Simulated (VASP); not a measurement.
Input of a VASP 6.6.1 run:

INCAR

```
SYSTEM = InAs
PREC     = Accurate       ! precision mode
ENCUT    = 500            ! plane-wave cutoff, eV
EDIFF    = 1E-7           ! SCF threshold, eV
ISMEAR   = 0              ! smearing method
SIGMA    = 0.1            ! smearing width, eV
LREAL    = .FALSE.        ! projectors in reciprocal space
LASPH    = .TRUE.         ! aspherical terms in the spheres
NELM     = 120            ! most SCF steps
ALGO     = Normal         ! electronic algorithm
ISIF     = 3              ! what is computed and relaxed
LWAVE    = .FALSE.        ! write WAVECAR
LCHARG   = .FALSE.        ! write CHGCAR
GGA      = PE             ! functional
IBRION   = 2              ! ionic algorithm
NSW      = 80             ! ionic steps
EDIFFG   = -0.05          ! ionic threshold
GGA_COMPAT= .FALSE.      
NELMIN   = 4
```

Contents of KPOINTS:

```
Automatic mesh
0
G
  6 6 6
  0 0 0
```

The input POSCAR:

```
InAs
1.0
    0.0000000000      2.8867486516      2.8867486516
    2.8867486516      0.0000000000      2.8867486516
    2.8867486516      2.8867486516      0.0000000000
In As
1 1
Direct
    0.0000000000      0.0000000000      0.0000000000
    0.2500000000      0.2500000000      0.2500000000
```

Potentials or basis: VASP PAW PBE potentials, release 64 (In_d, As).

Launch:

```bash
$ cat potpaw_PBE.64/In_d/POTCAR potpaw_PBE.64/As/POTCAR > POTCAR
$ mpirun -np 1 vasp_std > vasp.out
```

(1) Estimate the relaxed cell.

(2) What does it give for the band gap on the k mesh?

(3) Predict the space group after relaxing (to 0.05 Å).

Results:

(1) a = 4.377 Å, b = 4.377 Å, c = 4.377 Å, α = 60.00°, β = 60.00°, γ = 60.00°.

(2) zero (filled and empty bands touch).

(3) F-43m (No. 216).

Caveat: spin-orbit coupling is left out, which moves the levels of the heavy elements.
